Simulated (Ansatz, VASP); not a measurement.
W in VASP and in Ansatz

File INCAR:

```
PREC = Accurate
ENCUT = 520
EDIFF = 1E-6
ISMEAR = -1
SIGMA = 0.1
LREAL = F
LASPH = T
NELM = 100
ALGO = Normal
ISIF = 2
LWAVE = F
LCHARG = T
GGA = B5
ALDAX = 1.0
AGGAX = 1.0
AGGAC = 1.0
ALDAC = 0.0
LELF = T
LVHAR = T
NBANDS = 21
```

File KPOINTS:

```
Automatic mesh
0
Gamma
  10 10 10
```

POSCAR

```
W
1.0
    0.0000000000      2.9174347899      2.9174347899
    2.9174347899      0.0000000000      2.9174347899
    2.9174347899      2.9174347899      0.0000000000
W
2
Direct
    0.1250000000      0.1250000000      0.1250000000
    0.8750000000      0.8750000000      0.8750000000
```

Input for Ansatz:

```yaml
crystal:
  lattice:
    - [0.0, 2.9174347899, 2.9174347899]
    - [2.9174347899, 0.0, 2.9174347899]
    - [2.9174347899, 2.9174347899, 0.0]
  atoms:
    - { symbol: W, position: [0.125, 0.125, 0.125] }
    - { symbol: W, position: [0.875, 0.875, 0.875] }
hamiltonian:
  xc: blyp
  pseudopotentials:
    kind: paw
    azcp:
      W: "pseudopotentials/W.paw.azcp"
basis:
  ecutwfc: 420
  fft_grid_basis: typed
kpoints:
  mp_grid: { grid: [10, 10, 10], shift: [0, 0, 0] }
magnetization:
  spin_polarized: false
scf:
  occupations: { method: fermi_dirac, width: 0.1 }
  lower_state_search: "off"
output:
  stress: true
  write_density: true
  write_potential: true
  elf: true
  volumetric_format: npy
```

Alike in both runs: task single point; functional BLYP; k mesh 10 × 10 × 10; occupations fermi-dirac, width 0.1 eV; no spin polarisation.

|  | VASP | Ansatz |
| --- | --- | --- |
| version | VASP 6.6.1 | Ansatz 0.2.0 |
| potentials or method | VASP PAW PBE potentials, release 64 (W_sv), cutoff 520 eV | plane waves (420 eV) with PAW, scalar-relativistic |
| valence electrons in the cell | 28 | 28 |

|  | VASP | Ansatz | Ansatz less VASP |
| --- | --- | --- | --- |
| pressure (GPa) | 5.8 | 4.8 | -0.95 |

VASP's potentials were made for PBE, not for BLYP.

Neither program's run includes spin-orbit coupling.
